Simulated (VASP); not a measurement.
A run of VASP 6.6.1:

The input INCAR:

```
PREC     = Accurate       # precision mode
ENCUT    = 600            # plane-wave cutoff, eV
EDIFF    = 1E-6           # SCF threshold, eV
ISMEAR   = -1             # smearing method
SIGMA    = 0.15           # smearing width, eV
LREAL    = False          # projectors in reciprocal space
LASPH    = True           # aspherical terms in the spheres
NELM     = 100            # most SCF steps
ALGO     = Normal         # electronic algorithm
ISIF     = 4              # what is computed and relaxed
LWAVE    = False          # write WAVECAR
LCHARG   = False          # write CHGCAR
GGA      = PE             # functional
IBRION   = 2              # ionic algorithm
NSW      = 80             # ionic steps
EDIFFG   = -0.001         # ionic threshold
```

Contents of KPOINTS:

```
Automatic mesh
0
Gamma
  18 18 4
```

The input POSCAR:

```
B2O
1.0
    2.5858645875      0.0000000000      0.0000000000
   -1.2929322938      2.2394244235      0.0000000000
    0.0000000000      0.0000000000     11.6670658943
B O
4 2
Direct
    0.0000000000      0.0000000000      0.4246776307
    0.0000000000      0.0000000000      0.5753223693
    0.6666666667      0.3333333333      0.0220872089
    0.3333333333      0.6666666667      0.9779127911
    0.6666666667      0.3333333333      0.3768791072
    0.3333333333      0.6666666667      0.6231208928
```

Potentials or basis: VASP PAW PBE potentials, release 64 (B, O).

Launch:

```sh
$ cat potpaw_PBE.64/B/POTCAR potpaw_PBE.64/O/POTCAR > POTCAR
$ mpirun -np 1 vasp_std > vasp.out
```

Hardware: 1 thread of Intel Xeon 8259CL (shared host).

Task: Estimate the wall time of this run.

Result: Wall time 31 min on 1 thread of Intel Xeon 8259CL, on a shared host, peak memory 0.33 GiB. Counts: scf iterations 94, k points 138, ion steps 18.
